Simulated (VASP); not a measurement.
Runs of VASP 6.6.1 on CsPbCl3. The structure is that of space group Pm-3m (No. 221), or close to it. The cells are those of the table. 

```csv
task,level,potentials or basis,cell,cutoff (eV),gap on the mesh (eV),pressure (GPa)
single point,PBE,"VASP PAW PBE potentials, release 64 (Cs_sv, Pb_d, Cl)","a = 5.677 Å, 5 atoms",520,2.10,0.7
single point,LDA,"VASP PAW LDA potentials, release 64 (Cs_sv, Pb_d, Cl)","a = 5.530 Å, 5 atoms",520,(a),0.0
single point,PBEsol,"VASP PAW PBE potentials, release 64 (Cs_sv, Pb_d, Cl)","a = 5.626 Å, 5 atoms",520,1.85,0.0
relaxation of cell and atoms,PBEsol,"VASP PAW PBE potentials, release 64 (Cs_sv, Pb_d, Cl)","relaxed from a = 5.733 Å, 5 atoms",600,1.85,0.0
single point,r2SCAN,"VASP PAW PBE potentials, release 64 (Cs_sv, Pb_d, Cl)","a = 5.677 Å, 5 atoms",520,2.48,0.0
```

Alike in all rows: no spin polarisation; k mesh 4 × 4 × 4; smearing fermi-dirac 0.02 eV.

Fill in the values left out.

(a) 1.52.

Caveats: spin-orbit coupling is left out, which moves the levels of the heavy elements; the PAW data sets were made with another functional, which shifts forces and pressure a little (some runs).

A k mesh can miss the band edges, and the runs leave out spin-orbit coupling on Cs, Pb.
